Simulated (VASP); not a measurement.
# H4C19 in VASP: a series of runs

H4C19 is run at these levels: PBEsol; tasks: single point.

All numbers are computed with VASP 6.6.1; they aren't measurements. Logs are shortened: lines on timing, memory, paths and dates and some standing lists are left out, and cuts for length are marked.

### 1 The cell of the first run

The cell holds a slab with vacuum, 23 atoms: a = 7.398 Å, b = 7.398 Å, c = 12.000 Å, α = 90.00°, β = 90.00°, γ = 120.00°.

### 2 Single point, PBEsol

INCAR reads:

```
  PREC = Accurate
  ENCUT = 520
  EDIFF = 1E-6
  ISMEAR = -1
  SIGMA = 0.05
  LREAL = Auto
  LASPH = T
  NELM = 60
  ALGO = Normal
  ISIF = 2
  LWAVE = F
  LCHARG = F
  GGA = PS
  NBANDS = 57
```

KPOINTS reads:

```
Automatic mesh
0
Gamma
  2 2 1
```

POSCAR reads:

```
H4C19
1.0
    7.3980000000      0.0000000000      0.0000000000
   -3.6990000000      6.4068560000      0.0000000000
    0.0000000000      0.0000000000     12.0000000000
C H
19 4
Direct
   -0.0052958474      0.0035742960      0.0526500000
    0.2167850644      0.1134565846      0.0547666667
    0.0000499712      0.3388401425      0.0508833333
    0.2155188571      0.4471772114      0.0561750000
   -0.0052129958      0.6673788204      0.0541333333
    0.2255460792      0.7931035129      0.0544833333
    0.3332697903      0.0053068151      0.0532916667
    0.5496338414      0.1176239953      0.0564000000
    0.3259141637      0.3335801523      0.0526083333
    0.5480178982      0.4475362018      0.0565000000
    0.3338350375      0.6675349032      0.0531666667
    0.5494631482      0.7790560612      0.0579083333
    0.6635122849      0.0050726909      0.0512333333
    0.8884427479      0.1178425112      0.0510166667
    0.6566938329      0.3322846651      0.0506666667
    0.8801996906      0.4447735363      0.0525083333
    0.6584061556      0.6718271801      0.0532666667
    0.8862269010      0.7837541534      0.0529583333
    0.5720795199      0.5558108376      0.3894750000
    0.7302276564      0.6791630716      0.4161000000
    0.4996040373      0.5851231868      0.3113750000
    0.5659337123      0.4105914040      0.4004250000
    0.4700705666      0.5696085568      0.4479916667
```

Potentials or basis: VASP PAW PBE potentials, release 64 (C, H).

Launch:

```
$ cat potpaw_PBE.64/C/POTCAR potpaw_PBE.64/H/POTCAR > POTCAR
$ mpirun -np 1 vasp_std > vasp.out
```

OUTCAR:

```text
PREC = Accurate
   ENCUT = 520
   EDIFF = 1E-6
   ISMEAR = -1
   LREAL = Auto
   LASPH = T
   NELM = 60
   ISIF = 2
   GGA = PS

 ion  position               nearest neighbor table
   1  0.995  0.004  0.053-  18 1.41  14 1.41   2 1.42
   2  0.217  0.113  0.055-   9 1.41   1 1.42   7 1.44
   3  0.000  0.339  0.051-   4 1.38  14 1.42  16 1.45
   4  0.216  0.447  0.056-   3 1.38  11 1.41   9 1.44
   5  0.995  0.667  0.054-  16 1.43  18 1.44   6 1.48
   6  0.226  0.793  0.054-   7 1.36   5 1.48  11 1.50
[... 10 lines left out ...]
  17  0.658  0.672  0.053-  12 1.39  10 1.44  18 1.46
  18  0.886  0.784  0.053-   1 1.41   5 1.44  17 1.46
  19  0.572  0.556  0.389-  22 1.06  23 1.07  20 1.11  21 1.15
  20  0.730  0.679  0.416-  19 1.11
  21  0.500  0.585  0.311-  19 1.15
  22  0.566  0.411  0.400-  19 1.06
  23  0.470  0.570  0.448-  19 1.07

  LATTYP: Found a hexagonal cell.
 ALAT       =     7.3980000000
 C/A-ratio  =     1.6220600162

  Lattice vectors:

 A1 = (   7.3980000000,   0.0000000000,   0.0000000000)
 A2 = (  -3.6990000000,   6.4068560000,   0.0000000000)
 A3 = (   0.0000000000,   0.0000000000,  12.0000000000)

Analysis of symmetry for initial positions (statically):
=====================================================================
 Subroutine PRICEL returns:
 Original cell was already a primitive cell.

 Routine SETGRP: Setting up the symmetry group for a
 hexagonal supercell.

 Subroutine GETGRP returns: Found  1 space group operations
 (whereof  1 operations were pure point group operations)
 out of a pool of 24 trial point group operations.

The static configuration has the point symmetry C_1 .

Analysis of symmetry for dynamics (positions and initial velocities):
=====================================================================
 Subroutine PRICEL returns:
 Original cell was already a primitive cell.

 Routine SETGRP: Setting up the symmetry group for a
 hexagonal supercell.

 Subroutine GETGRP returns: Found  1 space group operations
 (whereof  1 operations were pure point group operations)
 out of a pool of 24 trial point group operations.

The dynamic configuration has the point symmetry C_1 .

 Subroutine INISYM returns: Found  1 space group operations
 (whereof  1 operations are pure point group operations),
 and found     1 'primitive' translations

----------------------------------------------------------------------------------------

                                     Primitive cell

  volume of cell :     568.7750

  direct lattice vectors                    reciprocal lattice vectors
     7.398000000  0.000000000  0.000000000     0.135171668  0.078041398  0.000000000
    -3.699000000  6.406856000  0.000000000     0.000000000  0.156082796  0.000000000
     0.000000000  0.000000000 12.000000000     0.000000000  0.000000000  0.083333333

  length of vectors
     7.398000000  7.398000054 12.000000000     0.156082797  0.156082796  0.083333333

  position of ions in fractional coordinates (direct lattice)
     0.994704153  0.003574296  0.052650000
     0.216785064  0.113456585  0.054766667
     0.000049971  0.338840142  0.050883333
     0.215518857  0.447177211  0.056175000
     0.994787004  0.667378820  0.054133333
     0.225546079  0.793103513  0.054483333
[... 15 lines left out ...]
     0.565933712  0.410591404  0.400425000
     0.470070567  0.569608557  0.447991667

  ion indices of the primitive-cell ions
   primitive index   ion index
                 1           1
                 2           2
                 3           3
                 4           4
                 5           5
                 6           6
[... 15 lines left out ...]
                22          22
                23          23

----------------------------------------------------------------------------------------

 KPOINTS: Automatic mesh

Automatic generation of k-mesh.
 Grid dimensions read from file:
 generate k-points for:    2    2    1

 Generating k-lattice:

  Cartesian coordinates                     Fractional coordinates (reciprocal lattice)
     0.067585834  0.039020699  0.000000000     0.500000000  0.000000000  0.000000000
     0.000000000  0.078041398  0.000000000     0.000000000  0.500000000  0.000000000
     0.000000000  0.000000000  0.083333333     0.000000000  0.000000000  1.000000000

  Length of vectors
     0.078041399  0.078041398  0.083333333

  Shift w.r.t. Gamma in fractional coordinates (k-lattice)
     0.000000000  0.000000000  0.000000000

 Subroutine IBZKPT returns following result:
 ===========================================

 Found      4 irreducible k-points:

 Following reciprocal coordinates:
            Coordinates               Weight
  0.000000  0.000000  0.000000      1.000000
  0.500000  0.000000  0.000000      1.000000
  0.000000  0.500000  0.000000      1.000000
  0.500000  0.500000  0.000000      1.000000
   k-points           NKPTS =      4   k-points in BZ     NKDIM =      4   number of bands    NBANDS=     57
   number of dos      NEDOS =    301   number of ions     NIONS =     23
   total plane-waves  NPLWV = 282240
   dimension x,y,z NGX =    56 NGY =   56 NGZ =   90
   dimension x,y,z NGXF=   112 NGYF=  112 NGZF=  180
   ions per type =              19   4
   NGX,Y,Z   is equivalent  to a cutoff of  12.58, 12.58, 12.47 a.u.
   NGXF,Y,Z  is equivalent  to a cutoff of  25.17, 25.17, 24.94 a.u.
 SYSTEM =  unknown system
   PREC   = accura    normal or accurate (medium, high low for compatibility)
   ISTART =      0    job   : 0-new  1-cont  2-samecut
   ICHARG =      2    charge: 1-file 2-atom 10-const
   ISPIN  =      1    spin polarized calculation?
   LNONCOLLINEAR =      F non collinear calculations
   LSORBIT =      F    spin-orbit coupling
   LASPH  =      T    aspherical Exc in radial PAW
   ENCUT  =  520.0 eV  38.22 Ry    6.18 a.u.  13.76 13.76 22.31*2*pi/ulx,y,z
   NELM   =     60;   NELMIN=  2; NELMDL= -5     # of ELM steps
   EDIFF  = 0.1E-05   stopping-criterion for ELM
   LREAL  =      T    real-space projection
   EDIFFG = 0.1E-04   stopping-criterion for IOM
   NSW    =      0    number of steps for IOM
   IBRION =     -1    ionic relax: 0-MD 1-quasi-New 2-CG
   NFREE  =      0    steps in history (QN), initial steepest desc. (CG)
   ISIF   =      2    stress and relaxation
   ISYM   =      2    0-nonsym 1-usesym 2-fastsym
   POTIM  = 0.5000    time-step for ionic-motion
   TEBEG  =    0.0;   TEEND  =   0.0 temperature during run
   PSTRESS=    0.0 pullay stress
   NELECT =      80.0000    total number of electrons
   NUPDOWN=      -1.0000    fix difference up-down
   EMIN   =  10.00;   EMAX   =-10.00  energy-range for DOS
   EFERMI =   0.00;   METHOD = LEGACY
   ISMEAR =    -1;   SIGMA  =   0.05  broadening in eV -4-tet -1-fermi 0-gaus
   EFERMI_NEDOS =   21; number of points for ismear=-14 and -15
   IALGO  =     38    algorithm
   IMIX   =      4    mixing-type and parameters
     AMIX     =   0.40;   BMIX     =  1.00
     AMIX_MAG =   1.60;   BMIX_MAG =  1.00
  volume/ion in A,a.u.               =      24.73       166.88
  Fermi-wavevector in a.u.,A,eV,Ry     =   0.851382  1.608879  9.862209  0.724852
  Thomas-Fermi vector in A             =   1.967507
   LORBIT       =      0    0 simple, 1 ext, 2 COOP (PROOUT), +10 PAW based schemes
   GGA     = PS    functional components
   LHFCALC =     F    Hartree Fock is set to
   AEXX    =    0.0000 exact exchange contribution
   IVDW    =     0    specifies the selected vdW correction
   LEPSILON=     F    determine dielectric tensor
   LRPA    =     F    only Hartree local field effects (RPA)
 non-spin polarized calculation
  energy-cutoff  :      520.00
  volume of cell :      568.78
 maximum number of plane-waves:     15363
 NGX is ok and might be reduce to    56
   NGX = 27   NGY = 27   NGZ = 45

 number of electron      79.9999997 magnetization

 Free energy of the ion-electron system (eV)
  ---------------------------------------------------
  ext. energy  EPLUGINS =         0.00000000
  ---------------------------------------------------
  free energy    TOTEN  =      -196.15556908 eV

  energy without entropy =     -196.12068375  energy(sigma->0) =     -196.13812642

 E-fermi :  -1.5652     XC(G=0):  -4.3393

 val. band max:       -1.6353694598   @ k =   0.0000   0.0000   0.0000
 cond. band min:      -1.4917678219   @ k =   0.0000   0.0000   0.0000
 fundamental gap:      0.1436016379
 Fermi energy:        -1.5652077243

 k-point     1 :       0.0000    0.0000    0.0000
  band No.  band energies     occupation
      1     -21.0639      2.00000
      2     -18.7535      2.00000
      3     -18.6034      2.00000
      4     -18.4874      2.00000
      5     -18.4250      2.00000
      6     -18.3063      2.00000
[... 44 lines left out ...]
     51       3.6320      0.00000
     52       4.4971      0.00000

 k-point     2 :       0.5000    0.0000    0.0000
  band No.  band energies     occupation
      1     -20.4924      2.00000
      2     -20.3268      2.00000
      3     -19.2219      2.00000
      4     -18.9923      2.00000
      5     -16.8409      2.00000
      6     -16.6358      2.00000
[... 44 lines left out ...]
     51       3.9475      0.00000
     52       4.1510      0.00000

 k-point     3 :       0.0000    0.5000    0.0000
  band No.  band energies     occupation
      1     -20.4959      2.00000
      2     -20.3258      2.00000
      3     -19.1633      2.00000
      4     -19.0549      2.00000
      5     -16.7610      2.00000
      6     -16.6773      2.00000
[... 44 lines left out ...]
     51       3.9762      0.00000
     52       4.1104      0.00000

 k-point     4 :       0.5000    0.5000    0.0000
  band No.  band energies     occupation
      1     -20.4446      2.00000
      2     -20.3841      2.00000
      3     -19.1640      2.00000
      4     -19.0421      2.00000
      5     -16.8581      2.00000
      6     -16.6467      2.00000
[... 44 lines left out ...]
     51       3.9503      0.00000
     52       4.1231      0.00000
 [bands above 52 left out]

------------------------ aborting loop because EDIFF is reached ----------------------------------------

  FORCE on cell =-STRESS in cart. coord.  units (eV):
  Direction    XX          YY          ZZ          XY          YZ          ZX
  --------------------------------------------------------------------------------------
  -------------------------------------------------------------------------------------
  Total        0.7009707     -1.8999365     -0.3827561     -1.4158051      0.0050453     -1.8964276
  in kB        1.9745580     -5.3519142     -1.0781823     -3.9881686      0.0142120     -5.3420300
  external PRESSURE =      -1.4851795 kB  Pullay stress =       0.0000000 kB

 VOLUME and BASIS-vectors are now :
 -----------------------------------------------------------------------------
  energy-cutoff  :      520.00
  volume of cell :      568.78
      direct lattice vectors                 reciprocal lattice vectors
     7.398000000  0.000000000  0.000000000     0.135171668  0.078041398  0.000000000
    -3.699000000  6.406856000  0.000000000     0.000000000  0.156082796  0.000000000
     0.000000000  0.000000000 12.000000000     0.000000000  0.000000000  0.083333333

 POSITION                                       TOTAL-FORCE (eV/Angst)
 -----------------------------------------------------------------------------------
      7.34560      0.02290      0.63180         1.173828     -0.268599      0.037610
      1.18410      0.72690      0.65720        -0.079513      0.318263     -0.382845
     -1.25300      2.17090      0.61060        -2.107157     -0.904835      0.305918
     -0.05970      2.86500      0.67410         1.427620      0.815657     -0.658129
      4.89080      4.27580      0.64960         0.232846      1.405183     -0.139455
     -1.26510      5.08130      0.65380         0.181255     -4.836152     -0.204411
[... 15 lines left out ...]
      2.66800      2.63060      4.80510         0.302586     -1.308956     -0.369028
      1.37060      3.64940      5.37590        -0.581241     -0.253607      1.216401
 -----------------------------------------------------------------------------------
    total drift:                                0.006570      0.024254     -0.003047

  FREE ENERGIE OF THE ION-ELECTRON SYSTEM (eV)
  ---------------------------------------------------
  free  energy   TOTEN  =      -196.1555690847 eV

  energy  without entropy=     -196.1206837481  energy(sigma->0) =     -196.13812642
```

It took 4.4 min on 1 thread of Intel Xeon Platinum 8259CL at 2.50GHz (Skylake/Cascade Lake), shared host; peak memory 0.58 GiB.

What came out:

* Free energy: -196.1556 eV
* Largest force: 4.844 eV/Å
* Band gap on the k mesh: 0.14 eV, direct

Forces in eV/Å, atoms in the order of the input:
```
C    1.174 -0.269  0.038
C   -0.080  0.318 -0.383
C   -2.107 -0.905  0.306
C    1.428  0.816 -0.658
C    0.233  1.405 -0.139
C    0.181 -4.836 -0.204
C   -1.845  0.657  0.458
C    2.075 -0.982 -0.880
C    0.109  0.304  0.744
C   -0.080  0.573 -0.834
C   -2.903  0.984  0.696
C    0.109  2.071 -0.900
C   -0.084 -0.096  0.747
C   -1.342 -0.354 -0.061
C    0.573  1.975  0.746
C    0.745  0.758 -0.204
C    2.727 -1.330  0.474
C   -0.911 -1.086  0.056
C   -1.185  1.876 -0.670
H   -0.280  0.006 -0.768
H    1.742 -0.324  0.590
H    0.303 -1.309 -0.369
H   -0.581 -0.254  1.216
```

Levels at points of the mesh, in eV from the valence-band top:
| k point | band 38 | band 39 | band 40 | band 41 | band 42 | band 43 |
| --- | --- | --- | --- | --- | --- | --- |
| (0.00, 0.00, 0.00) | -2.65 | -0.08 | 0.00 | 0.14 | 0.21 | 3.12 |
| (0.50, 0.00, 0.00) | -2.60 | -2.39 | -2.24 | 1.68 | 2.30 | 2.57 |
| (0.00, 0.50, 0.00) | -2.52 | -2.49 | -2.14 | 1.54 | 2.42 | 2.50 |
| (0.50, 0.50, 0.00) | -2.54 | -2.45 | -2.29 | 1.83 | 2.41 | 2.53 |

Caveat: the k points lie up to 0.49 Å⁻¹ apart; the PAW data sets were made with another functional, which shifts forces and pressure a little.

(Continued in part 2 of 2.)
